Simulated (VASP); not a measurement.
PtSe2, 3 atoms in the cell. The structure is trigonal, space group P-3m1 (No. 164). Conventional cell: a = 3.752 Å, b = 3.752 Å, c = 6.522 Å, α = 90.00°, β = 90.00°, γ = 120.00°. Pt (site symmetry -3m) has 6 Se at 2.53 Å within 3.3 Å. Se (site symmetry 3m) has 3 Pt at 2.53 Å and 3 Se at 3.39 Å within 3.4 Å. 

- Program: VASP 6.6.1
- Task: electric field gradients
- Functional: PBE
- Potentials or basis: VASP PAW PBE potentials, release 64 (Pt, Se)
- Cutoff: 520 eV
- k mesh: 11 × 11 × 7
- Occupations: fermi-dirac, width 0.05 eV
- Spin: no spin polarisation
- Dipole correction: no
- Further INCAR settings: ALGO = Normal; EDIFF = 1e-08; NBANDS = 18

Potentials or basis: VASP PAW PBE potentials, release 64 (Pt, Se).

The run is started by

```console
$ cat potpaw_PBE.64/Pt/POTCAR potpaw_PBE.64/Se/POTCAR > POTCAR
$ mpirun -np 1 vasp_std > vasp.out
```

Hardware: 1 thread of Intel Xeon 8259CL, on a shared host.

Estimate the wall time of this run.

Wall time 2.9 min on 1 thread of Intel Xeon 8259CL (shared host), peak memory 0.28 GiB. Counts: scf iterations 17, k points 94.
